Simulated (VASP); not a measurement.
# SbMo (CsCl type) (Pm-3m) in VASP: further runs

The runs below take SbMo (CsCl type) through single point, relaxation of cell and atoms, with LDA.

Everything below comes from runs of VASP 6.6.1. Logs are shortened: lines on timing, memory, paths and dates and some standing lists are left out, and cuts for length are marked.

## (1) The cell of the first run

The structure is cubic, space group Pm-3m (No. 221). The conventional cell has a = 3.263 Å, b = 3.263 Å, c = 3.263 Å, α = 90.00°, β = 90.00°, γ = 90.00°. Within 3.7 Å of Mo (site symmetry m-3m) lie 8 Sb at 2.83 Å and 6 Mo at 3.26 Å. Sb (site symmetry m-3m) has 8 Mo at 2.83 Å and 6 Sb at 3.26 Å within 3.7 Å.

## (2) Single point, LDA

INCAR

```
SYSTEM = SbMo
ALGO = Normal ; EDIFF = 1E-6
ENCUT = 520 ; ISIF = 2
ISMEAR = -1 ; LASPH = .True.
LCHARG = .False. ; LREAL = .False.
LWAVE = .False. ; NBANDS = 16
NELM = 100 ; PREC = Accurate
SIGMA = 0.08
```

KPOINTS

```
k-points
0
Gamma
  13 13 13
  0 0 0
```

POSCAR

```
SbMo
1.0
    3.2628370853      0.0000000000      0.0000000000
    0.0000000000      3.2628370853      0.0000000000
    0.0000000000      0.0000000000      3.2628370853
Mo Sb
1 1
Direct
    0.0000000000      0.0000000000      0.0000000000
    0.5000000000      0.5000000000      0.5000000000
```

Potentials or basis: VASP PAW LDA potentials, release 64 (Mo_sv, Sb).

Run with:

```
cat potpaw_LDA.64/Mo_sv/POTCAR potpaw_LDA.64/Sb/POTCAR > POTCAR
mpirun -np 1 vasp_std > vasp.out
```

OUTCAR:

```text
SYSTEM = SbMo
   EDIFF = 1E-6
   ENCUT = 520
   ISIF = 2
   ISMEAR = -1
   LASPH = .True.
   LREAL = .False.
   NELM = 100
   PREC = Accurate

 ion  position               nearest neighbor table
   1  0.000  0.000  0.000-   2 2.83   2 2.83   2 2.83   2 2.83   2 2.83   2 2.83   2 2.83   2 2.83

   2  0.500  0.500  0.500-   1 2.83   1 2.83   1 2.83   1 2.83   1 2.83   1 2.83   1 2.83   1 2.83

  LATTYP: Found a simple cubic cell.
 ALAT       =     3.2628370853

  Lattice vectors:

 A1 = (   3.2628370853,   0.0000000000,   0.0000000000)
 A2 = (   0.0000000000,   3.2628370853,   0.0000000000)
 A3 = (   0.0000000000,   0.0000000000,   3.2628370853)

Analysis of symmetry for initial positions (statically):
=====================================================================
 Subroutine PRICEL returns:
 Original cell was already a primitive cell.

 Routine SETGRP: Setting up the symmetry group for a
 simple cubic supercell.

 Subroutine GETGRP returns: Found 48 space group operations
 (whereof 48 operations were pure point group operations)
 out of a pool of 48 trial point group operations.

The static configuration has the point symmetry O_h .

Analysis of symmetry for dynamics (positions and initial velocities):
=====================================================================
 Subroutine PRICEL returns:
 Original cell was already a primitive cell.

 Routine SETGRP: Setting up the symmetry group for a
 simple cubic supercell.

 Subroutine GETGRP returns: Found 48 space group operations
 (whereof 48 operations were pure point group operations)
 out of a pool of 48 trial point group operations.

The dynamic configuration has the point symmetry O_h .

 Subroutine INISYM returns: Found 48 space group operations
 (whereof 48 operations are pure point group operations),
 and found     1 'primitive' translations

----------------------------------------------------------------------------------------

                                     Primitive cell

  volume of cell :      34.7365

  direct lattice vectors                    reciprocal lattice vectors
     3.262837085  0.000000000  0.000000000     0.306481744  0.000000000  0.000000000
     0.000000000  3.262837085  0.000000000     0.000000000  0.306481744  0.000000000
     0.000000000  0.000000000  3.262837085     0.000000000  0.000000000  0.306481744

  length of vectors
     3.262837085  3.262837085  3.262837085     0.306481744  0.306481744  0.306481744

  position of ions in fractional coordinates (direct lattice)
     0.000000000  0.000000000  0.000000000
     0.500000000  0.500000000  0.500000000

  ion indices of the primitive-cell ions
   primitive index   ion index
                 1           1
                 2           2

----------------------------------------------------------------------------------------

 KPOINTS: k-points

Automatic generation of k-mesh.
 Grid dimensions read from file:
 generate k-points for:   13   13   13

 Generating k-lattice:

  Cartesian coordinates                     Fractional coordinates (reciprocal lattice)
     0.023575519  0.000000000  0.000000000     0.076923077  0.000000000  0.000000000
     0.000000000  0.023575519  0.000000000     0.000000000  0.076923077  0.000000000
     0.000000000  0.000000000  0.023575519     0.000000000  0.000000000  0.076923077

  Length of vectors
     0.023575519  0.023575519  0.023575519

  Shift w.r.t. Gamma in fractional coordinates (k-lattice)
     0.000000000  0.000000000  0.000000000

 Subroutine IBZKPT returns following result:
 ===========================================

 Found     84 irreducible k-points:

 Following reciprocal coordinates:
            Coordinates               Weight
  0.000000  0.000000  0.000000      1.000000
  0.076923  0.000000  0.000000      6.000000
  0.153846  0.000000  0.000000      6.000000
  0.230769  0.000000  0.000000      6.000000
  0.307692  0.000000  0.000000      6.000000
  0.384615  0.000000  0.000000      6.000000
[... 16 lines left out ...]
  0.307692  0.307692  0.000000     12.000000
  0.384615  0.307692  0.000000     24.000000
 [... further k-points ...]
   k-points           NKPTS =     84   k-points in BZ     NKDIM =     84   number of bands    NBANDS=     16
   number of dos      NEDOS =    301   number of ions     NIONS =      2
   total plane-waves  NPLWV =  13824
   dimension x,y,z NGX =    24 NGY =   24 NGZ =   24
   dimension x,y,z NGXF=    48 NGYF=   48 NGZF=   48
   ions per type =               1   1
   NGX,Y,Z   is equivalent  to a cutoff of  12.23, 12.23, 12.23 a.u.
   NGXF,Y,Z  is equivalent  to a cutoff of  24.46, 24.46, 24.46 a.u.
 SYSTEM =  SbMo
   PREC   = accura    normal or accurate (medium, high low for compatibility)
   ISTART =      0    job   : 0-new  1-cont  2-samecut
   ICHARG =      2    charge: 1-file 2-atom 10-const
   ISPIN  =      1    spin polarized calculation?
   LNONCOLLINEAR =      F non collinear calculations
   LSORBIT =      F    spin-orbit coupling
   LASPH  =      T    aspherical Exc in radial PAW
   ENCUT  =  520.0 eV  38.22 Ry    6.18 a.u.   6.07  6.07  6.07*2*pi/ulx,y,z
   NELM   =    100;   NELMIN=  2; NELMDL= -5     # of ELM steps
   EDIFF  = 0.1E-05   stopping-criterion for ELM
   LREAL  =      F    real-space projection
[... 7 lines left out ...]
   TEBEG  =    0.0;   TEEND  =   0.0 temperature during run
   PSTRESS=    0.0 pullay stress
   NELECT =      19.0000    total number of electrons
   NUPDOWN=      -1.0000    fix difference up-down
   EMIN   =  10.00;   EMAX   =-10.00  energy-range for DOS
   EFERMI =   0.00;   METHOD = LEGACY
   ISMEAR =    -1;   SIGMA  =   0.08  broadening in eV -4-tet -1-fermi 0-gaus
   EFERMI_NEDOS =   21; number of points for ismear=-14 and -15
   IALGO  =     38    algorithm
   IMIX   =      4    mixing-type and parameters
     AMIX     =   0.40;   BMIX     =  1.00
     AMIX_MAG =   1.60;   BMIX_MAG =  1.00
  volume/ion in A,a.u.               =      17.37       117.21
  Fermi-wavevector in a.u.,A,eV,Ry     =   1.338846  2.530052 24.388562  1.792509
  Thomas-Fermi vector in A             =   2.467284
   LORBIT       =      0    0 simple, 1 ext, 2 COOP (PROOUT), +10 PAW based schemes
   GGA     = CA    functional components
   LHFCALC =     F    Hartree Fock is set to
   AEXX    =    0.0000 exact exchange contribution
   IVDW    =     0    specifies the selected vdW correction
   LEPSILON=     F    determine dielectric tensor
   LRPA    =     F    only Hartree local field effects (RPA)
 non-spin polarized calculation
  energy-cutoff  :      520.00
  volume of cell :       34.74
 maximum number of plane-waves:       950
   NGX = 13   NGY = 13   NGZ = 13

 number of electron      18.9999995 magnetization

 Free energy of the ion-electron system (eV)
  ---------------------------------------------------
  ext. energy  EPLUGINS =         0.00000000
  ---------------------------------------------------
  free energy    TOTEN  =       -16.57311004 eV

  energy without entropy =      -16.53678767  energy(sigma->0) =      -16.55494886

 E-fermi :  12.7307     XC(G=0): -12.6725

 val. band max:       12.7161092777   @ k =   0.4615   0.2308   0.0769
 cond. band min:      12.7496019762   @ k =   0.2308   0.1538   0.0769
 fundamental gap:      0.0334926985
 Fermi energy:        12.7307084301

 k-point     1 :       0.0000    0.0000    0.0000
  band No.  band energies     occupation
      1     -47.5760      2.00000
      2     -21.8178      2.00000
      3     -21.8178      2.00000
      4     -21.8178      2.00000
      5      -0.4575      2.00000
      6       9.8031      2.00000
[... 8 lines left out ...]
     15      22.2371      0.00000
     16      22.2371      0.00000

 k-point     2 :       0.0769    0.0000    0.0000
  band No.  band energies     occupation
      1     -47.5752      2.00000
      2     -21.8302      2.00000
      3     -21.8164      2.00000
      4     -21.8164      2.00000
      5      -0.3648      2.00000
      6       9.7019      2.00000
[... 8 lines left out ...]
     15      21.9080      0.00000
     16      22.4872      0.00000

 k-point     3 :       0.1538    0.0000    0.0000
  band No.  band energies     occupation
      1     -47.5729      2.00000
      2     -21.8645      2.00000
      3     -21.8125      2.00000
      4     -21.8125      2.00000
      5      -0.0912      2.00000
      6       9.2678      2.00000
[... 8 lines left out ...]
     15      21.1705      0.00000
     16      23.4645      0.00000

 k-point     4 :       0.2308    0.0000    0.0000
  band No.  band energies     occupation
      1     -47.5697      2.00000
      2     -21.9125      2.00000
      3     -21.8070      2.00000
      4     -21.8070      2.00000
      5       0.3489      2.00000
      6       8.3801      2.00000
[... 8 lines left out ...]
     15      21.0282      0.00000
     16      25.1647      0.00000

 k-point     5 :       0.3077    0.0000    0.0000
  band No.  band energies     occupation
      1     -47.5662      2.00000
      2     -21.9630      2.00000
      3     -21.8011      2.00000
      4     -21.8011      2.00000
      5       0.9258      2.00000
      6       7.2450      2.00000
[... 8 lines left out ...]
     15      21.0661      0.00000
     16      24.2438      0.00000

 k-point     6 :       0.3846    0.0000    0.0000
  band No.  band energies     occupation
      1     -47.5634      2.00000
      2     -22.0045      2.00000
      3     -21.7963      2.00000
      4     -21.7963      2.00000
      5       1.5712      2.00000
      6       6.1447      2.00000
[... 8 lines left out ...]
     15      20.9847      0.00000
     16      23.0003      0.00000
[... 267 lines left out ...]
 k-point    21 :       0.3846    0.2308    0.0000
  band No.  band energies     occupation
      1     -47.5570      2.00000
      2     -21.9902      2.00000
      3     -21.8872      2.00000
      4     -21.7898      2.00000
      5       2.0098      2.00000
      6       6.8296      2.00000
[... 8 lines left out ...]
     15      21.0614      0.00000
     16      23.6900      0.00000

 k-point    22 :       0.4615    0.2308    0.0000
  band No.  band energies     occupation
      1     -47.5554      2.00000
      2     -22.0130      2.00000
      3     -21.8840      2.00000
      4     -21.7876      2.00000
      5       2.3723      2.00000
      6       6.2706      2.00000
[... 8 lines left out ...]
     15      20.4272      0.00000
     16      23.4438      0.00000

 k-point    23 :       0.3077    0.3077    0.0000
  band No.  band energies     occupation
      1     -47.5564      2.00000
      2     -21.9447      2.00000
      3     -21.9392      2.00000
      4     -21.7897      2.00000
      5       1.8980      2.00000
      6       7.6954      2.00000
[... 8 lines left out ...]
     15      21.8756      0.00000
     16      24.2374      0.00000

 k-point    24 :       0.3846    0.3077    0.0000
  band No.  band energies     occupation
      1     -47.5535      2.00000
      2     -21.9824      2.00000
      3     -21.9357      2.00000
      4     -21.7863      2.00000
      5       2.2854      2.00000
      6       7.2668      2.00000
[... 8 lines left out ...]
     15      21.4924      0.00000
     16      24.0688      0.00000

 [... further k-points ...]

------------------------ aborting loop because EDIFF is reached ----------------------------------------

  FORCE on cell =-STRESS in cart. coord.  units (eV):
  Direction    XX          YY          ZZ          XY          YZ          ZX
  --------------------------------------------------------------------------------------
  -------------------------------------------------------------------------------------
  Total        0.1377843      0.1377843      0.1377843      0.0000000      0.0000000     -0.0000000
  in kB        6.3551238      6.3551238      6.3551238      0.0000000      0.0000000     -0.0000000
  external PRESSURE =       6.3551238 kB  Pullay stress =       0.0000000 kB

 VOLUME and BASIS-vectors are now :
 -----------------------------------------------------------------------------
  energy-cutoff  :      520.00
  volume of cell :       34.74
      direct lattice vectors                 reciprocal lattice vectors
     3.262837085  0.000000000  0.000000000     0.306481744  0.000000000  0.000000000
     0.000000000  3.262837085  0.000000000     0.000000000  0.306481744  0.000000000
     0.000000000  0.000000000  3.262837085     0.000000000  0.000000000  0.306481744

 POSITION                                       TOTAL-FORCE (eV/Angst)
 -----------------------------------------------------------------------------------
      0.00000      0.00000      0.00000         0.000000      0.000000      0.000000
      1.63142      1.63142      1.63142         0.000000      0.000000      0.000000
 -----------------------------------------------------------------------------------
    total drift:                                0.000000      0.000000      0.000000

  FREE ENERGIE OF THE ION-ELECTRON SYSTEM (eV)
  ---------------------------------------------------
  free  energy   TOTEN  =       -16.5731100381 eV

  energy  without entropy=      -16.5367876749  energy(sigma->0) =      -16.55494886
```

Run time: 21 s. Hardware: 1 thread of AMD EPYC 7R13 (Zen 3), shared host; peak memory 0.13 GiB.

Results:

| Property | Result |
| --- | --- |
| Free energy | -16.5731 eV |
| Pressure | 0.6 GPa |

Caveat: spin-orbit coupling is left out, which moves the levels of the heavy elements.

## (3) Relaxation of cell and atoms, LDA

This run uses another cell than the first one, of 16.88 Å³/atom, 0.972 times its volume.

INCAR

```
SYSTEM = SbMo
PREC = Accurate
ENCUT = 600
EDIFF = 1E-6
ISMEAR = -1
SIGMA = 0.08
LREAL = .False.
LASPH = .True.
NELM = 100
ALGO = Normal
ISIF = 3
LWAVE = .False.
LCHARG = .False.
GGA = CA
IBRION = 2
NSW = 60
EDIFFG = -0.005
```

KPOINTS

```
regular mesh
0
Gamma
  13 13 13
  0 0 0
```

POSCAR

```
SbMo
1.0
    3.2317894572      0.0000000000      0.0000000000
    0.0000000000      3.2317894572      0.0000000000
    0.0000000000      0.0000000000      3.2317894572
Mo Sb
1 1
Direct
    0.0000000000      0.0000000000      0.0000000000
    0.5000000000      0.5000000000      0.5000000000
```

Potentials or basis: VASP PAW LDA potentials, release 64 (Mo_sv, Sb).

Run with:

```
cat potpaw_LDA.64/Mo_sv/POTCAR potpaw_LDA.64/Sb/POTCAR > POTCAR
mpirun -np 1 vasp_std > vasp.out
```

OUTCAR:

```text
SYSTEM = SbMo
   PREC = Accurate
   ENCUT = 600
   EDIFF = 1E-6
   ISMEAR = -1
   LREAL = .False.
   LASPH = .True.
   NELM = 100
   ISIF = 3
   GGA = CA
   IBRION = 2
   NSW = 60
   EDIFFG = -0.005

 ion  position               nearest neighbor table
   1  0.000  0.000  0.000-   2 2.80   2 2.80   2 2.80   2 2.80   2 2.80   2 2.80   2 2.80   2 2.80

   2  0.500  0.500  0.500-   1 2.80   1 2.80   1 2.80   1 2.80   1 2.80   1 2.80   1 2.80   1 2.80

  LATTYP: Found a simple cubic cell.
 ALAT       =     3.2317894572

  Lattice vectors:

 A1 = (   3.2317894572,   0.0000000000,   0.0000000000)
 A2 = (   0.0000000000,   3.2317894572,   0.0000000000)
 A3 = (   0.0000000000,   0.0000000000,   3.2317894572)

Analysis of symmetry for initial positions (statically):
=====================================================================
 Subroutine PRICEL returns:
[... 306 lines left out ...]
      8      13.4366      0.00015
      9      13.4366      0.00015
     10      13.4366      0.00015
     11      13.7929      0.00000
     12      13.7929      0.00000
     13      13.7929      0.00000
[... 354 lines left out ...]
  band No.  band energies     occupation
      1     -47.6131      2.00000
      2     -22.0394      2.00000
      3     -21.9934      2.00000
      4     -21.8459      2.00000
      5       2.2454      2.00000
      6       7.2268      2.00000
      7       8.7262      2.00000
      8      10.8892      2.00000
      9      11.4657      2.00000
     10      12.4522      1.88485
     11      14.5212      0.00000
     12      15.5721      0.00000
     13      17.9686      0.00000

 [... further k-points ...]

------------------------ aborting loop because EDIFF is reached ----------------------------------------

  FORCE on cell =-STRESS in cart. coord.  units (eV):
  Direction    XX          YY          ZZ          XY          YZ          ZX
  --------------------------------------------------------------------------------------
  -------------------------------------------------------------------------------------
  Total       -0.0044673     -0.0044673     -0.0044673     -0.0000000      0.0000000      0.0000000
  in kB       -0.2053611     -0.2053611     -0.2053611     -0.0000000      0.0000000      0.0000000
  external PRESSURE =      -0.2053611 kB  Pullay stress =       0.0000000 kB
[... 17 lines left out ...]
  FREE ENERGIE OF THE ION-ELECTRON SYSTEM (eV)
  ---------------------------------------------------
  free  energy   TOTEN  =       -16.5729407021 eV

  energy  without entropy=      -16.5364403716  energy(sigma->0) =      -16.55469054

 reached required accuracy - stopping structural energy minimisation
```

OSZICAR:

```text
N       E                     dE             d eps       ncg     rms          rms(c)
DAV:   1     0.159399703863E+03    0.15940E+03   -0.99459E+03  2184   0.150E+03
DAV:   2    -0.129260569341E+02   -0.17233E+03   -0.16965E+03  2689   0.393E+02
[... 30 lines left out ...]
   3 F= -.16572930E+02 E0= -.16554663E+02  d E =-.214745E-01
       N       E                     dE             d eps       ncg     rms          rms(c)
DAV:   1    -0.165730464159E+02   -0.11589E-03   -0.24414E-03  2219   0.620E-01    0.103E-01
DAV:   2    -0.165729503405E+02    0.96075E-04   -0.65738E-04  2234   0.248E-01    0.214E-02
DAV:   3    -0.165729417850E+02    0.85556E-05   -0.30867E-05  2209   0.401E-02    0.889E-03
DAV:   4    -0.165729406272E+02    0.11578E-05   -0.84076E-06  2409   0.272E-02    0.577E-03
DAV:   5    -0.165729407021E+02   -0.74950E-07   -0.17843E-07  1122   0.400E-03
   4 F= -.16572941E+02 E0= -.16554691E+02  d E =-.214848E-01
```

Run time: 62 s. Hardware: 1 thread of AMD EPYC 7R13 (Zen 3), shared host; peak memory 0.16 GiB.

What came out:

```yaml
Free_energy: -16.5729 eV
Relaxed_volume: 17.43 Å³/atom
Relaxed_cell: a = 3.266 Å, b = 3.266 Å, c = 3.266 Å, α = 90.00°, β = 90.00°, γ = 90.00°
Space_group_after_relaxing_to_0.05_Å: Pm-3m (No. 221)
Energy_gained_by_relaxing: 10.7 meV/atom
Ionic_steps: 4
Pressure_after_relaxing: 0.0 GPa
```

Step by step:
```tsv
step	energy change (eV)	largest force (eV/Å)	pressure (GPa)	volume (Å³)
1	0.0000	0.0000	6.45	33.75
2	0.0591	0.0000	-10.42	37.18
3	-0.0215	0.0000	-0.13	34.88
4	-0.0215	0.0000	-0.02	34.85
```

Final structure:
```yaml
crystal:
  lattice:
    - [3.26648, 0.00000, 0.00000]
    - [0.00000, 3.26648, 0.00000]
    - [0.00000, 0.00000, 3.26648]
  atoms:
    - { symbol: Mo, position: [0.00000, 0.00000, 0.00000] }
    - { symbol: Sb, position: [0.50000, 0.50000, 0.50000] }
```

Caveat: spin-orbit coupling is left out, which moves the levels of the heavy elements.
